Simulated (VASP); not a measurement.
# Sm4TaI (P4/mmm) in VASP: notebook

Sm4TaI is run at these levels: PBE; tasks: single point.

All numbers are computed with VASP 6.6.1; they aren't measurements. Logs are shortened: lines on timing, memory, paths and dates and some standing lists are left out, and cuts for length are marked.

## 1. The cell of the first run

It takes space group P4/mmm (No. 123, tetragonal). Conventional cell: a = 5.272 Å, b = 5.272 Å, c = 7.306 Å, α = 90.00°, β = 90.00°, γ = 90.00°. Sm (site symmetry 2mm) has 2 Ta at 3.12 Å and 2 I at 3.29 Å and 6 Sm at 3.35 to 3.95 Å within 4.1 Å. Ta (site symmetry 4/mmm) has 8 Sm at 3.12 Å and 2 I at 3.65 Å within 4.1 Å. I (site symmetry 4/mmm) has 8 Sm at 3.29 Å and 2 Ta at 3.65 Å within 4.3 Å.

The cell was built from a structure type or drawn by symmetry, and may not be a known phase.

## 2. Single point, PBE

INCAR

```
SYSTEM = Sm4TaI
PREC = Accurate
ENCUT = 500
EDIFF = 1E-6
ISMEAR = 0
SIGMA = 0.1
LREAL = .False.
LASPH = .True.
NELM = 200
ALGO = Normal
ISIF = 2
LWAVE = .False.
LCHARG = .False.
GGA = PE
NBANDS = 40
GGA_COMPAT = .False.
LMAXMIX = 6
```

KPOINTS

```
regular mesh
0
Gamma
  4 4 4
  0 0 0
```

POSCAR

```
Sm4TaI
1.0
    5.2720959198      0.0000000000      0.0000000000
    0.0000000000      5.2720959198      0.0000000000
    0.0000000000      0.0000000000      7.3056568821
Sm Ta I
4 1 1
Direct
    0.0000000000      0.5000000000      0.2295112797
    0.5000000000      0.0000000000      0.2295112797
    0.0000000000      0.5000000000      0.7704887203
    0.5000000000      0.0000000000      0.7704887203
    0.5000000000      0.5000000000      0.0000000000
    0.5000000000      0.5000000000      0.5000000000
```

Potentials or basis: VASP PAW PBE potentials, release 64 (Sm_3, Ta_pv, I), 4f in core.

Launch:

```sh
$ cat potpaw_PBE.64/Sm_3/POTCAR potpaw_PBE.64/Ta_pv/POTCAR potpaw_PBE.64/I/POTCAR > POTCAR
$ mpirun -np 1 vasp_std > vasp.out
```

OUTCAR:

```text
SYSTEM = Sm4TaI
   PREC = Accurate
   ENCUT = 500
   EDIFF = 1E-6
   ISMEAR = 0
   LREAL = .False.
   LASPH = .True.
   NELM = 200
   ISIF = 2
   GGA = PE

 ion  position               nearest neighbor table
   1  0.000  0.500  0.230-   5 3.12   5 3.12   6 3.29   6 3.29   3 3.35   2 3.73   2 3.73   2 3.73
                             2 3.73
   2  0.500  0.000  0.230-   5 3.12   5 3.12   6 3.29   6 3.29   4 3.35   1 3.73   1 3.73   1 3.73
                             1 3.73
   3  0.000  0.500  0.770-   5 3.12   5 3.12   6 3.29   6 3.29   1 3.35   4 3.73   4 3.73   4 3.73
                             4 3.73
   4  0.500  0.000  0.770-   5 3.12   5 3.12   6 3.29   6 3.29   2 3.35   3 3.73   3 3.73   3 3.73
                             3 3.73
   5  0.500  0.500  0.000-   1 3.12   2 3.12   3 3.12   4 3.12   2 3.12   4 3.12   1 3.12   3 3.12

   6  0.500  0.500  0.500-   1 3.29   2 3.29   3 3.29   4 3.29   2 3.29   4 3.29   1 3.29   3 3.29

  LATTYP: Found a simple tetragonal cell.
 ALAT       =     5.2720959198
 C/A-ratio  =     1.3857215410

  Lattice vectors:

 A1 = (   5.2720959198,   0.0000000000,   0.0000000000)
 A2 = (   0.0000000000,   5.2720959198,   0.0000000000)
 A3 = (   0.0000000000,   0.0000000000,   7.3056568821)

Analysis of symmetry for initial positions (statically):
=====================================================================
 Subroutine PRICEL returns:
 Original cell was already a primitive cell.

 Routine SETGRP: Setting up the symmetry group for a
 simple tetragonal supercell.

 Subroutine GETGRP returns: Found 16 space group operations
 (whereof 16 operations were pure point group operations)
 out of a pool of 16 trial point group operations.

The static configuration has the point symmetry D_4h.

Analysis of symmetry for dynamics (positions and initial velocities):
=====================================================================
 Subroutine PRICEL returns:
 Original cell was already a primitive cell.

 Routine SETGRP: Setting up the symmetry group for a
 simple tetragonal supercell.

 Subroutine GETGRP returns: Found 16 space group operations
 (whereof 16 operations were pure point group operations)
 out of a pool of 16 trial point group operations.

The dynamic configuration has the point symmetry D_4h.

 Subroutine INISYM returns: Found 16 space group operations
 (whereof 16 operations are pure point group operations),
 and found     1 'primitive' translations

[... 98 lines left out ...]
   NSW    =      0    number of steps for IOM
   IBRION =     -1    ionic relax: 0-MD 1-quasi-New 2-CG
   NFREE  =      0    steps in history (QN), initial steepest desc. (CG)
   ISIF   =      2    stress and relaxation
   ISYM   =      2    0-nonsym 1-usesym 2-fastsym
   POTIM  = 0.5000    time-step for ionic-motion
   TEBEG  =    0.0;   TEEND  =   0.0 temperature during run
   PSTRESS=    0.0 pullay stress
   NELECT =      62.0000    total number of electrons
   NUPDOWN=      -1.0000    fix difference up-down
   EMIN   =  10.00;   EMAX   =-10.00  energy-range for DOS
   EFERMI =   0.00;   METHOD = LEGACY
   ISMEAR =     0;   SIGMA  =   0.10  broadening in eV -4-tet -1-fermi 0-gaus
   EFERMI_NEDOS =   21; number of points for ismear=-14 and -15
   IALGO  =     38    algorithm
   IMIX   =      4    mixing-type and parameters
     AMIX     =   0.40;   BMIX     =  1.00
     AMIX_MAG =   1.60;   BMIX_MAG =  1.00
  volume/ion in A,a.u.               =      33.84       228.39
  Fermi-wavevector in a.u.,A,eV,Ry     =   1.102377  2.083190 16.534273  1.215235
  Thomas-Fermi vector in A             =   2.238819
   LORBIT       =      0    0 simple, 1 ext, 2 COOP (PROOUT), +10 PAW based schemes
   GGA     = PE    functional components
   LHFCALC =     F    Hartree Fock is set to
   AEXX    =    0.0000 exact exchange contribution
   IVDW    =     0    specifies the selected vdW correction
   LEPSILON=     F    determine dielectric tensor
   LRPA    =     F    only Hartree local field effects (RPA)
 non-spin polarized calculation
 Gauss-broadening in eV      SIGMA  =   0.10
  energy-cutoff  :      500.00
  volume of cell :      203.06
 maximum number of plane-waves:      5207
 NGX is ok and might be reduce to    40
   NGX = 19   NGY = 19   NGZ = 27

 number of electron      62.0000000 magnetization

 Free energy of the ion-electron system (eV)
  ---------------------------------------------------
  ext. energy  EPLUGINS =         0.00000000
  ---------------------------------------------------
  free energy    TOTEN  =       -29.92404322 eV

  energy without entropy =      -29.89086033  energy(sigma->0) =      -29.90745178

 E-fermi :   3.4891     XC(G=0):  -9.4863

 val. band max:        3.4859096930   @ k =   0.2500   0.0000   0.0000
 cond. band min:       3.5041931817   @ k =   0.0000   0.0000   0.2500
 fundamental gap:      0.0182834887
 Fermi energy:         3.4891007635

 k-point     1 :       0.0000    0.0000    0.0000
  band No.  band energies     occupation
      1     -37.6911      2.00000
      2     -37.6486      2.00000
      3     -37.6465      2.00000
      4     -37.6038      2.00000
      5     -30.4530      2.00000
      6     -30.1531      2.00000
[... 763 lines left out ...]
     39       5.5848      0.00000
     40       5.7700      0.00000

------------------------ aborting loop because EDIFF is reached ----------------------------------------

  FORCE on cell =-STRESS in cart. coord.  units (eV):
  Direction    XX          YY          ZZ          XY          YZ          ZX
  --------------------------------------------------------------------------------------
  -------------------------------------------------------------------------------------
  Total        0.3918365      0.3918365      0.2388577      0.0000000      0.0000000     -0.0000000
  in kB        3.0916446      3.0916446      1.8846204      0.0000000      0.0000000     -0.0000000
  external PRESSURE =       2.6893032 kB  Pullay stress =       0.0000000 kB

 VOLUME and BASIS-vectors are now :
 -----------------------------------------------------------------------------
  energy-cutoff  :      500.00
  volume of cell :      203.06
      direct lattice vectors                 reciprocal lattice vectors
     5.272095920  0.000000000  0.000000000     0.189677884  0.000000000  0.000000000
     0.000000000  5.272095920  0.000000000     0.000000000  0.189677884  0.000000000
     0.000000000  0.000000000  7.305656882     0.000000000  0.000000000  0.136880231

 POSITION                                       TOTAL-FORCE (eV/Angst)
 -----------------------------------------------------------------------------------
      0.00000      2.63605      1.67673        -0.000000      0.000000      0.003954
      2.63605      0.00000      1.67673         0.000000     -0.000000      0.003954
      0.00000      2.63605      5.62893         0.000000      0.000000     -0.003954
      2.63605      0.00000      5.62893        -0.000000     -0.000000     -0.003954
      2.63605      2.63605      0.00000         0.000000     -0.000000      0.000000
      2.63605      2.63605      3.65283         0.000000     -0.000000      0.000000
 -----------------------------------------------------------------------------------
    total drift:                               -0.000000      0.000000     -0.000000

  FREE ENERGIE OF THE ION-ELECTRON SYSTEM (eV)
  ---------------------------------------------------
  free  energy   TOTEN  =       -29.9240432206 eV

  energy  without entropy=      -29.8908603320  energy(sigma->0) =      -29.90745178
```

OSZICAR:

```text
N       E                     dE             d eps       ncg     rms          rms(c)
DAV:   1     0.589169492682E+03    0.58917E+03   -0.30087E+04  1448   0.137E+03
DAV:   2    -0.760731451259E+01   -0.59678E+03   -0.58192E+03  1576   0.383E+02
DAV:   3    -0.316521911235E+02   -0.24045E+02   -0.23043E+02  1880   0.695E+01
DAV:   4    -0.322849355769E+02   -0.63274E+00   -0.62544E+00  1872   0.101E+01
DAV:   5    -0.323076510465E+02   -0.22715E-01   -0.22690E-01  1912   0.166E+00    0.129E+01
DAV:   6    -0.308195364901E+02    0.14881E+01   -0.19705E+01  1816   0.102E+01    0.790E+00
DAV:   7    -0.301847927115E+02    0.63474E+00   -0.78537E+00  1712   0.691E+00    0.559E+00
DAV:   8    -0.299304761389E+02    0.25432E+00   -0.15390E+00  1832   0.280E+00    0.234E+00
DAV:   9    -0.299262909793E+02    0.41852E-02   -0.13324E-01  1720   0.145E+00    0.787E-01
DAV:  10    -0.299241738177E+02    0.21172E-02   -0.91832E-03  1832   0.320E-01    0.292E-01
DAV:  11    -0.299240428665E+02    0.13095E-03   -0.27070E-03  1864   0.191E-01    0.946E-02
DAV:  12    -0.299240487869E+02   -0.59204E-05   -0.22910E-04  1848   0.529E-02    0.220E-02
DAV:  13    -0.299240422335E+02    0.65534E-05   -0.19472E-05  1720   0.160E-02    0.105E-02
DAV:  14    -0.299240432206E+02   -0.98712E-06   -0.33698E-06  1488   0.898E-03
   1 F= -.29924043E+02 E0= -.29907452E+02  d E =-.331829E-01
```

stdout:

```text
POSCAR found type information on POSCAR SmTaI
 POSCAR found :  3 types and       6 ions
 scaLAPACK will be used
 LDA part: xc-table for (Slater+PW92), standard interpolation
 POSCAR, INCAR and KPOINTS ok, starting setup
 FFT: planning ... GRIDC
 FFT: planning ... GRID_SOFT
 FFT: planning ... GRID
 WAVECAR not read
 entering main loop
```

Run time: 2.2 min. Hardware: 1 thread of Intel Xeon Platinum 8259CL at 2.50GHz (Skylake/Cascade Lake), shared host; peak memory 0.35 GiB.

What came out:

```yaml
Free_energy: -29.9240 eV
Pressure: 0.3 GPa
Largest_force: 0.004 eV/Å
Band_gap_on_the_k_mesh: zero (bands 31 and 32 overlap by 0.58 eV)
```

Forces on the atoms (eV/Å):
```
Sm   0.000  0.000  0.004
Sm   0.000  0.000  0.004
Sm   0.000  0.000 -0.004
Sm   0.000  0.000 -0.004
Ta   0.000  0.000  0.000
I    0.000  0.000  0.000
```

Caveat: spin-orbit coupling is left out, which moves the levels of the heavy elements; the 4f electrons are frozen in the core, so they carry no moment and show no levels; the run has no spin polarisation, though such a crystal can be magnetic.

## 3. Single point, PBE

This run uses another cell than the first one, of 34.18 Å³/atom.

INCAR is that of step 2.

KPOINTS

```
regular mesh
0
Gamma
  4 4 2
  0 0 0
```

POSCAR

```
Sm4TaI
1.0
    5.2881647707      0.0000000000      0.0000000000
    0.0000000000      5.2881647707      0.0000000000
    0.0000000000      0.0000000000      7.3342006846
Sm Ta I
4 1 1
Direct
    0.0000000000      0.5000000000      0.2274281500
    0.5000000000      0.0000000000      0.2274281500
    0.0000000000      0.5000000000      0.7725718500
    0.5000000000      0.0000000000      0.7725718500
    0.5000000000      0.5000000000      0.0000000000
    0.5000000000      0.5000000000      0.5000000000
```

Potentials or basis: VASP PAW PBE potentials, release 64 (Sm_3, Ta_pv, I), 4f in core.

Launch:

```sh
$ cat potpaw_PBE.64/Sm_3/POTCAR potpaw_PBE.64/Ta_pv/POTCAR potpaw_PBE.64/I/POTCAR > POTCAR
$ mpirun -np 1 vasp_std > vasp.out
```

Run time: 88 s. Hardware: 1 thread of Intel Xeon Platinum 8259CL at 2.50GHz (Skylake/Cascade Lake), shared host; peak memory 0.33 GiB.

It converged, with:

- Free energy: -29.8542 eV
- Pressure: 0.2 GPa
- Largest force: 0.016 eV/Å
- Band gap on the k mesh: zero (bands 31 and 32 overlap by 0.60 eV)

Forces on the atoms (eV/Å):
```
Sm   0.000  0.000  0.016
Sm   0.000  0.000  0.016
Sm   0.000  0.000 -0.016
Sm   0.000  0.000 -0.016
Ta   0.000  0.000  0.000
I    0.000  0.000  0.000
```

Stress tensor (GPa, compression positive):
```
 0.29  0.00  0.00
 0.00  0.29  0.00
 0.00  0.00 -0.12
```

Levels at points of the mesh, in eV from the Fermi level:
| k point | band 29 | band 30 | band 31 | band 32 | band 33 | band 34 |
| --- | --- | --- | --- | --- | --- | --- |
| (0.00, 0.00, 0.00) | -0.54 | 0.16 | 0.24 | 0.24 | 0.31 | 0.31 |
| (0.50, 0.00, 0.00) | -0.65 | -0.13 | -0.07 | 0.34 | 0.37 | 0.40 |
| (0.50, 0.50, 0.00) | -0.36 | -0.36 | -0.32 | -0.01 | 0.03 | 0.03 |
| (0.00, 0.00, 0.50) | -0.45 | -0.21 | -0.05 | -0.05 | 0.01 | 0.27 |
| (0.50, 0.00, 0.50) | -0.16 | -0.11 | 0.04 | 0.37 | 0.56 | 0.66 |
| (0.50, 0.50, 0.50) | -0.99 | -0.78 | -0.37 | 0.95 | 0.95 | 1.35 |

Caveat: the k points lie up to 0.43 Å⁻¹ apart, too coarse for converged energies and pressures of a metal; spin-orbit coupling is left out, which moves the levels of the heavy elements; the 4f electrons are frozen in the core, so they carry no moment and show no levels; the run has no spin polarisation, though such a crystal can be magnetic. Spin polarisation is off, so any magnetic state and its effect on volume and gap are missing.
